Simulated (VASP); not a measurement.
# Ca (P4/mmm) in VASP: notebook

The runs below take Ca through single point, with LDA.

Everything below comes from runs of VASP 6.6.1. Logs are shortened: lines on timing, memory, paths and dates and some standing lists are left out, and cuts for length are marked.

### Step 1. The cell of the first run

It takes space group P4/mmm (No. 123, tetragonal). Conventional cell: a = 3.663 Å, b = 3.663 Å, c = 3.401 Å, α = 90.00°, β = 90.00°, γ = 90.00°. Ca (site symmetry 4/mmm) has 6 Ca at 3.40 to 3.66 Å within 4.5 Å.

### Step 2. Single point, LDA (strain +0.050 along x and y, -0.025 along z)

Contents of INCAR:

```
SYSTEM = Ca
ALGO = Fast ; EDIFF = 1E-7
ENCUT = 520 ; GGA = CA
ISIF = 2 ; ISMEAR = 0
LASPH = .True. ; LCHARG = .True.
LELF = .True. ; LREAL = .False.
LVHAR = .True. ; LWAVE = .False.
NBANDS = 11 ; NELM = 100
PREC = Accurate ; SIGMA = 0.15
```

Contents of KPOINTS:

```
k-points
0
Gamma
  14 14 14
  0 0 0
```

Contents of POSCAR:

```
Ca
1.0
    3.6630891570      0.0000000000      0.0000000000
    0.0000000000      3.6630891570      0.0000000000
    0.0000000000      0.0000000000      3.4014399315
Ca
1
Direct
    0.0000000000      0.0000000000      0.0000000000
```

Potentials or basis: VASP PAW LDA potentials, release 64 (Ca_sv).

Run with:

```sh
cat potpaw_LDA.64/Ca_sv/POTCAR > POTCAR
mpirun -np 1 vasp_std > vasp.out
```

OUTCAR:

```text
SYSTEM = Ca
   EDIFF = 1E-7
   ENCUT = 520
   GGA = CA
   ISIF = 2
   ISMEAR = 0
   LASPH = .True.
   LREAL = .False.
   NELM = 100
   PREC = Accurate

 ion  position               nearest neighbor table
   1  0.000  0.000  0.000-

  LATTYP: Found a simple tetragonal cell.
 ALAT       =     3.6630891570
 C/A-ratio  =     0.9285714286

  Lattice vectors:

 A1 = (   3.6630891570,   0.0000000000,   0.0000000000)
 A2 = (   0.0000000000,   3.6630891570,   0.0000000000)
 A3 = (   0.0000000000,   0.0000000000,   3.4014399315)

Analysis of symmetry for initial positions (statically):
=====================================================================
 Subroutine PRICEL returns:
 Original cell was already a primitive cell.

 Routine SETGRP: Setting up the symmetry group for a
 simple tetragonal supercell.

 Subroutine GETGRP returns: Found 16 space group operations
 (whereof 16 operations were pure point group operations)
 out of a pool of 16 trial point group operations.

The static configuration has the point symmetry D_4h.

Analysis of symmetry for dynamics (positions and initial velocities):
=====================================================================
 Subroutine PRICEL returns:
 Original cell was already a primitive cell.

 Routine SETGRP: Setting up the symmetry group for a
 simple tetragonal supercell.

 Subroutine GETGRP returns: Found 16 space group operations
 (whereof 16 operations were pure point group operations)
 out of a pool of 16 trial point group operations.

The dynamic configuration has the point symmetry D_4h.

 Subroutine INISYM returns: Found 16 space group operations
 (whereof 16 operations are pure point group operations),
 and found     1 'primitive' translations

----------------------------------------------------------------------------------------

                                     Primitive cell

  volume of cell :      45.6413

  direct lattice vectors                    reciprocal lattice vectors
     3.663089157  0.000000000  0.000000000     0.272993628  0.000000000  0.000000000
     0.000000000  3.663089157  0.000000000     0.000000000  0.272993628  0.000000000
     0.000000000  0.000000000  3.401439932     0.000000000  0.000000000  0.293993138

  length of vectors
     3.663089157  3.663089157  3.401439932     0.272993628  0.272993628  0.293993138

  position of ions in fractional coordinates (direct lattice)
     0.000000000  0.000000000  0.000000000

  ion indices of the primitive-cell ions
   primitive index   ion index
                 1           1

----------------------------------------------------------------------------------------

 KPOINTS: k-points

Automatic generation of k-mesh.
 Grid dimensions read from file:
 generate k-points for:   14   14   14

 Generating k-lattice:

  Cartesian coordinates                     Fractional coordinates (reciprocal lattice)
     0.019499545  0.000000000  0.000000000     0.071428571  0.000000000  0.000000000
     0.000000000  0.019499545  0.000000000     0.000000000  0.071428571  0.000000000
     0.000000000  0.000000000  0.020999510     0.000000000  0.000000000  0.071428571

  Length of vectors
     0.019499545  0.019499545  0.020999510

  Shift w.r.t. Gamma in fractional coordinates (k-lattice)
     0.000000000  0.000000000  0.000000000

 Subroutine IBZKPT returns following result:
 ===========================================

 Found    288 irreducible k-points:

 Following reciprocal coordinates:
            Coordinates               Weight
  0.000000  0.000000  0.000000      1.000000
  0.071429  0.000000  0.000000      4.000000
  0.142857  0.000000  0.000000      4.000000
  0.214286  0.000000  0.000000      4.000000
  0.285714  0.000000  0.000000      4.000000
  0.357143  0.000000  0.000000      4.000000
[... 16 lines left out ...]
  0.285714  0.214286  0.000000      8.000000
  0.357143  0.214286  0.000000      8.000000
 [... further k-points ...]
   k-points           NKPTS =    288   k-points in BZ     NKDIM =    288   number of bands    NBANDS=     11
   number of dos      NEDOS =    301   number of ions     NIONS =      1
   total plane-waves  NPLWV =  21952
   dimension x,y,z NGX =    28 NGY =   28 NGZ =   28
   dimension x,y,z NGXF=    56 NGYF=   56 NGZF=   56
   ions per type =               1
   NGX,Y,Z   is equivalent  to a cutoff of  12.71, 12.71, 13.69 a.u.
   NGXF,Y,Z  is equivalent  to a cutoff of  25.42, 25.42, 27.37 a.u.
 SYSTEM =  Ca
   PREC   = accura    normal or accurate (medium, high low for compatibility)
   ISTART =      0    job   : 0-new  1-cont  2-samecut
   ICHARG =      2    charge: 1-file 2-atom 10-const
   ISPIN  =      1    spin polarized calculation?
   LNONCOLLINEAR =      F non collinear calculations
   LSORBIT =      F    spin-orbit coupling
   LASPH  =      T    aspherical Exc in radial PAW
   ENCUT  =  520.0 eV  38.22 Ry    6.18 a.u.   6.81  6.81  6.32*2*pi/ulx,y,z
   NELM   =    100;   NELMIN=  2; NELMDL= -5     # of ELM steps
   EDIFF  = 0.1E-06   stopping-criterion for ELM
   LREAL  =      F    real-space projection
   EDIFFG = 0.1E-05   stopping-criterion for IOM
   NSW    =      0    number of steps for IOM
   IBRION =     -1    ionic relax: 0-MD 1-quasi-New 2-CG
   NFREE  =      0    steps in history (QN), initial steepest desc. (CG)
   ISIF   =      2    stress and relaxation
   ISYM   =      2    0-nonsym 1-usesym 2-fastsym
   POTIM  = 0.5000    time-step for ionic-motion
   TEBEG  =    0.0;   TEEND  =   0.0 temperature during run
   PSTRESS=    0.0 pullay stress
   NELECT =      10.0000    total number of electrons
   NUPDOWN=      -1.0000    fix difference up-down
   EMIN   =  10.00;   EMAX   =-10.00  energy-range for DOS
   EFERMI =   0.00;   METHOD = LEGACY
   ISMEAR =     0;   SIGMA  =   0.15  broadening in eV -4-tet -1-fermi 0-gaus
   EFERMI_NEDOS =   21; number of points for ismear=-14 and -15
   IALGO  =     68    algorithm
   IMIX   =      4    mixing-type and parameters
     AMIX     =   0.40;   BMIX     =  1.00
     AMIX_MAG =   1.60;   BMIX_MAG =  1.00
  volume/ion in A,a.u.               =      45.64       308.00
  Fermi-wavevector in a.u.,A,eV,Ry     =   0.986936  1.865038 13.252650  0.974042
  Thomas-Fermi vector in A             =   2.118353
   LORBIT       =      0    0 simple, 1 ext, 2 COOP (PROOUT), +10 PAW based schemes
   GGA     = CA    functional components
   LHFCALC =     F    Hartree Fock is set to
   AEXX    =    0.0000 exact exchange contribution
   IVDW    =     0    specifies the selected vdW correction
   LEPSILON=     F    determine dielectric tensor
   LRPA    =     F    only Hartree local field effects (RPA)
 non-spin polarized calculation
 RMM-DIIS sequential band-by-band and
 Gauss-broadening in eV      SIGMA  =   0.15
  energy-cutoff  :      520.00
  volume of cell :       45.64
 maximum number of plane-waves:      1249
 NGX is ok and might be reduce to    28
   NGX = 13   NGY = 13   NGZ = 13

 number of electron      10.0000002 magnetization

 Free energy of the ion-electron system (eV)
  ---------------------------------------------------
  ext. energy  EPLUGINS =         0.00000000
  ---------------------------------------------------
  free energy    TOTEN  =        -1.76250230 eV

  energy without entropy =       -1.74920656  energy(sigma->0) =       -1.75585443

 E-fermi :   1.3659     XC(G=0):  -7.6829

 val. band max:        1.3657036641   @ k =   0.3571   0.3571   0.3571
 cond. band min:       1.3677620027   @ k =   0.4286   0.2857   0.3571
 fundamental gap:      0.0020583386
 Fermi energy:         1.3658998985

 k-point     1 :       0.0000    0.0000    0.0000
  band No.  band energies     occupation
      1     -40.4470      2.00000
      2     -21.6525      2.00000
      3     -21.6525      2.00000
      4     -21.5940      2.00000
      5      -2.3663      2.00000
      6       2.0670      0.00000
      7       2.1074      0.00000
      8       5.0405      0.00000
      9       5.2879      0.00000
     10       5.2879      0.00000
     11       9.0316      0.00000

 k-point     2 :       0.0714    0.0000    0.0000
  band No.  band energies     occupation
      1     -40.4465      2.00000
      2     -21.6599      2.00000
      3     -21.6519      2.00000
      4     -21.5935      2.00000
      5      -2.3010      2.00000
      6       2.0800      0.00000
      7       2.1241      0.00000
      8       4.9671      0.00000
      9       5.2345      0.00000
     10       5.2918      0.00000
     11       8.6167      0.00000

 k-point     3 :       0.1429    0.0000    0.0000
  band No.  band energies     occupation
      1     -40.4449      2.00000
      2     -21.6805      2.00000
      3     -21.6502      2.00000
      4     -21.5920      2.00000
      5      -2.1084      2.00000
      6       2.1062      0.00000
      7       2.1670      0.00000
      8       4.7787      0.00000
      9       5.0922      0.00000
     10       5.3027      0.00000
     11       7.7973      0.00000

 k-point     4 :       0.2143    0.0000    0.0000
  band No.  band energies     occupation
      1     -40.4426      2.00000
      2     -21.7100      2.00000
      3     -21.6477      2.00000
      4     -21.5897      2.00000
      5      -1.7975      2.00000
      6       2.0884      0.00000
      7       2.2309      0.00000
      8       4.5402      0.00000
      9       4.9034      0.00000
     10       5.3185      0.00000
     11       7.0055      0.00000

 k-point     5 :       0.2857    0.0000    0.0000
  band No.  band energies     occupation
      1     -40.4401      2.00000
      2     -21.7426      2.00000
      3     -21.6450      2.00000
      4     -21.5873      2.00000
      5      -1.3834      2.00000
      6       1.9395      0.00000
      7       2.3099      0.00000
      8       4.3083      0.00000
      9       4.7122      0.00000
     10       5.3361      0.00000
     11       6.4263      0.00000
[... 211 lines left out ...]
 k-point    21 :       0.5000    0.1429    0.0000
  band No.  band energies     occupation
      1     -40.4335      2.00000
      2     -21.7956      2.00000
      3     -21.6671      2.00000
      4     -21.5809      2.00000
      5       0.2248      2.00000
      6       0.8998      1.99999
      7       2.5750      0.00000
      8       3.8198      0.00000
      9       4.4481      0.00000
     10       5.2042      0.00000
     11       5.9920      0.00000

 k-point    22 :       0.2143    0.2143    0.0000
  band No.  band energies     occupation
      1     -40.4382      2.00000
      2     -21.7059      2.00000
      3     -21.7029      2.00000
      4     -21.5855      2.00000
      5      -1.2462      2.00000
      6       2.1761      0.00000
      7       2.4265      0.00000
      8       3.8872      0.00000
      9       4.9051      0.00000
     10       5.0099      0.00000
     11       7.5134      0.00000

 k-point    23 :       0.2857    0.2143    0.0000
  band No.  band energies     occupation
      1     -40.4357      2.00000
      2     -21.7366      2.00000
      3     -21.7011      2.00000
      4     -21.5830      2.00000
      5      -0.8472      2.00000
      6       2.0823      0.00000
      7       2.5274      0.00000
      8       3.6850      0.00000
      9       4.7636      0.00000
     10       4.9992      0.00000
     11       6.9140      0.00000

 k-point    24 :       0.3571    0.2143    0.0000
  band No.  band energies     occupation
      1     -40.4334      2.00000
      2     -21.7653      2.00000
      3     -21.6983      2.00000
      4     -21.5808      2.00000
      5      -0.3711      2.00000
      6       1.7867      0.00007
      7       2.6156      0.00000
      8       3.6348      0.00000
      9       4.6176      0.00000
     10       5.0196      0.00000
     11       6.3926      0.00000

 [... further k-points ...]
[... 5 lines left out ...]
  --------------------------------------------------------------------------------------
  -------------------------------------------------------------------------------------
  Total       -0.7766720     -0.7766720      0.1925083      0.0000000      0.0000000      0.0000000
  in kB      -27.2640550    -27.2640550      6.7577525      0.0000000      0.0000000      0.0000000
  external PRESSURE =     -15.9234525 kB  Pullay stress =       0.0000000 kB

 VOLUME and BASIS-vectors are now :
 -----------------------------------------------------------------------------
  energy-cutoff  :      520.00
  volume of cell :       45.64
      direct lattice vectors                 reciprocal lattice vectors
     3.663089157  0.000000000  0.000000000     0.272993628  0.000000000  0.000000000
     0.000000000  3.663089157  0.000000000     0.000000000  0.272993628  0.000000000
     0.000000000  0.000000000  3.401439932     0.000000000  0.000000000  0.293993138

 POSITION                                       TOTAL-FORCE (eV/Angst)
 -----------------------------------------------------------------------------------
      0.00000      0.00000      0.00000         0.000000      0.000000      0.000000
 -----------------------------------------------------------------------------------
    total drift:                               -0.000000     -0.000000     -0.000000

  FREE ENERGIE OF THE ION-ELECTRON SYSTEM (eV)
  ---------------------------------------------------
  free  energy   TOTEN  =        -1.7625022961 eV

  energy  without entropy=       -1.7492065648  energy(sigma->0) =       -1.75585443
```

It took 56 s on 1 thread of Intel Xeon 6975P-C (Granite Rapids), shared host; peak memory 0.25 GiB.

What came out:

| Item | Value |
| --- | --- |
| Free energy | -1.7625 eV |
| Pressure | -1.6 GPa |
| Band gap on the k mesh | zero (band 5 reaches 2.04 eV, above the bottom of band 6 at 0.85 eV) |

Stress tensor (GPa, compression positive):
```
-2.73  0.00  0.00
 0.00 -2.73  0.00
 0.00  0.00  0.68
```

Levels at points of the mesh, in eV from the Fermi level:
```tsv
k point	band 1	band 2	band 3	band 4	band 5	band 6	band 7	band 8	band 9	band 10
(0.00, 0.00, 0.00)	-41.81	-23.02	-23.02	-22.96	-3.73	0.70	0.74	3.67	3.92	3.92
(0.50, 0.00, 0.00)	-41.80	-23.16	-23.01	-22.95	-1.42	-0.52	1.10	2.59	3.05	4.00
(0.50, 0.50, 0.00)	-41.79	-23.15	-23.15	-22.94	-0.23	0.40	1.94	1.94	3.24	3.24
(0.00, 0.00, 0.50)	-41.78	-23.25	-22.99	-22.99	-0.90	-0.19	1.38	2.40	2.40	3.84
(0.50, 0.00, 0.50)	-41.77	-23.23	-23.13	-22.98	-0.31	0.93	2.31	2.51	2.65	2.98
(0.50, 0.50, 0.50)	-41.76	-23.21	-23.11	-23.11	0.53	0.53	0.97	4.39	4.68	5.04
```

Caveat: the cell differs from its parent crystal (strain +0.050 along x and y, -0.025 along z).

### Step 3. Single point, LDA (strain -0.050 along x and y, +0.025 along z)

Contents of INCAR:

```
SYSTEM = Ca
  PREC = Accurate
  ENCUT = 520
  EDIFF = 1E-7
  ISMEAR = 0
  SIGMA = 0.15
  LREAL = .False.
  LASPH = .True.
  NELM = 60
  ALGO = Normal
  ISIF = 2
  LWAVE = .False.
  LCHARG = .True.
  GGA = CA
  LELF = .True.
  LVHAR = .True.
  NBANDS = 11
```

Contents of KPOINTS:

```
Automatic mesh
0
Gamma
  14 14 14
  0 0 0
```

Contents of POSCAR:

```
Ca
1.0
    3.3142235230      0.0000000000      0.0000000000
    0.0000000000      3.3142235230      0.0000000000
    0.0000000000      0.0000000000      3.5758727485
Ca
1
Direct
    0.0000000000      0.0000000000      0.0000000000
```

Potentials or basis: VASP PAW LDA potentials, release 64 (Ca_sv).

Run with:

```sh
cat potpaw_LDA.64/Ca_sv/POTCAR > POTCAR
mpirun -np 1 vasp_std > vasp.out
```

OUTCAR:

```text
SYSTEM = Ca
   PREC = Accurate
   ENCUT = 520
   EDIFF = 1E-7
   ISMEAR = 0
   LREAL = .False.
   LASPH = .True.
   NELM = 60
   ISIF = 2
   GGA = CA

 ion  position               nearest neighbor table
   1  0.000  0.000  0.000-

  LATTYP: Found a simple tetragonal cell.
 ALAT       =     3.3142235230
 C/A-ratio  =     1.0789473684

  Lattice vectors:

 A1 = (   3.3142235230,   0.0000000000,   0.0000000000)
 A2 = (   0.0000000000,   3.3142235230,   0.0000000000)
 A3 = (   0.0000000000,   0.0000000000,   3.5758727485)

Analysis of symmetry for initial positions (statically):
=====================================================================
 Subroutine PRICEL returns:
 Original cell was already a primitive cell.

 Routine SETGRP: Setting up the symmetry group for a
 simple tetragonal supercell.

 Subroutine GETGRP returns: Found 16 space group operations
 (whereof 16 operations were pure point group operations)
 out of a pool of 16 trial point group operations.

The static configuration has the point symmetry D_4h.

Analysis of symmetry for dynamics (positions and initial velocities):
=====================================================================
 Subroutine PRICEL returns:
[... 162 lines left out ...]
 fundamental gap:      0.0015853656
 Fermi energy:         1.9191446830

 k-point     1 :       0.0000    0.0000    0.0000
  band No.  band energies     occupation
      1     -39.6036      2.00000
      2     -20.7942      2.00000
      3     -20.7219      2.00000
      4     -20.7219      2.00000
      5      -2.0101      2.00000
      6       2.6265      0.00000
      7       2.6292      0.00000
      8       6.2143      0.00000
      9       6.2143      0.00000
     10       6.4616      0.00000
     11       9.9500      0.00000
[... 309 lines left out ...]
 k-point    24 :       0.3571    0.2143    0.0000
  band No.  band energies     occupation
      1     -39.5571      2.00000
      2     -21.0097      2.00000
      3     -20.8376      2.00000
      4     -20.7516      2.00000
      5       0.4327      2.00000
      6       2.7654      0.00000
      7       3.6038      0.00000
      8       4.7860      0.00000
      9       4.8615      0.00000
     10       5.6665      0.00000
     11       8.2869      0.00000

 [... further k-points ...]
[... 5 lines left out ...]
  --------------------------------------------------------------------------------------
  -------------------------------------------------------------------------------------
  Total        0.2849494      0.2849494     -0.7574043      0.0000000      0.0000000      0.0000000
  in kB       11.6233874     11.6233874    -30.8953184      0.0000000      0.0000000      0.0000000
  external PRESSURE =      -2.5495145 kB  Pullay stress =       0.0000000 kB

 VOLUME and BASIS-vectors are now :
 -----------------------------------------------------------------------------
  energy-cutoff  :      520.00
  volume of cell :       39.28
      direct lattice vectors                 reciprocal lattice vectors
     3.314223523  0.000000000  0.000000000     0.301729800  0.000000000  0.000000000
     0.000000000  3.314223523  0.000000000     0.000000000  0.301729800  0.000000000
     0.000000000  0.000000000  3.575872749     0.000000000  0.000000000  0.279652010

 POSITION                                       TOTAL-FORCE (eV/Angst)
 -----------------------------------------------------------------------------------
      0.00000      0.00000      0.00000         0.000000      0.000000      0.000000
 -----------------------------------------------------------------------------------
    total drift:                               -0.000000      0.000000     -0.000000

  FREE ENERGIE OF THE ION-ELECTRON SYSTEM (eV)
  ---------------------------------------------------
  free  energy   TOTEN  =        -1.8038431401 eV

  energy  without entropy=       -1.7945433493  energy(sigma->0) =       -1.79919324
```

OSZICAR:

```text
N       E                     dE             d eps       ncg     rms          rms(c)
DAV:   1     0.677964078614E+02    0.67796E+02   -0.50686E+03  6344   0.830E+02
DAV:   2    -0.263344998572E+00   -0.68060E+02   -0.67378E+02  6999   0.211E+02
DAV:   3    -0.175309999382E+01   -0.14898E+01   -0.14720E+01  8875   0.311E+01
DAV:   4    -0.182782435099E+01   -0.74724E-01   -0.74436E-01  8277   0.541E+00
DAV:   5    -0.182947090570E+01   -0.16466E-02   -0.16464E-02  8756   0.670E-01    0.237E+00
DAV:   6    -0.181086018661E+01    0.18611E-01   -0.16842E-02  7321   0.132E+00    0.144E+00
DAV:   7    -0.180436013033E+01    0.65001E-02   -0.20645E-02  8061   0.160E+00    0.111E-01
DAV:   8    -0.180383783061E+01    0.52230E-03   -0.23688E-03  6899   0.418E-01    0.330E-02
DAV:   9    -0.180384314573E+01   -0.53151E-05   -0.11984E-04  8983   0.872E-02    0.658E-03
DAV:  10    -0.180384335661E+01   -0.21087E-06   -0.54222E-06  7598   0.181E-02    0.129E-03
DAV:  11    -0.180384313413E+01    0.22248E-06   -0.25683E-07  7575   0.357E-03    0.859E-04
DAV:  12    -0.180384314008E+01   -0.59474E-08   -0.28947E-08  3505   0.205E-03
   1 F= -.18038431E+01 E0= -.17991932E+01  d E =-.929979E-02
```

Wall time 36 s (1 thread of Intel Xeon 6975P-C (Granite Rapids), shared host); peak memory 0.23 GiB.

What came out:

```
Free energy            : -1.8038 eV
Pressure               : -0.3 GPa
Band gap on the k mesh : zero (band 5 reaches 2.40 eV, above the bottom of band 6 at 1.35 eV)
```

Caveat: the cell differs from its parent crystal (strain -0.050 along x and y, +0.025 along z).
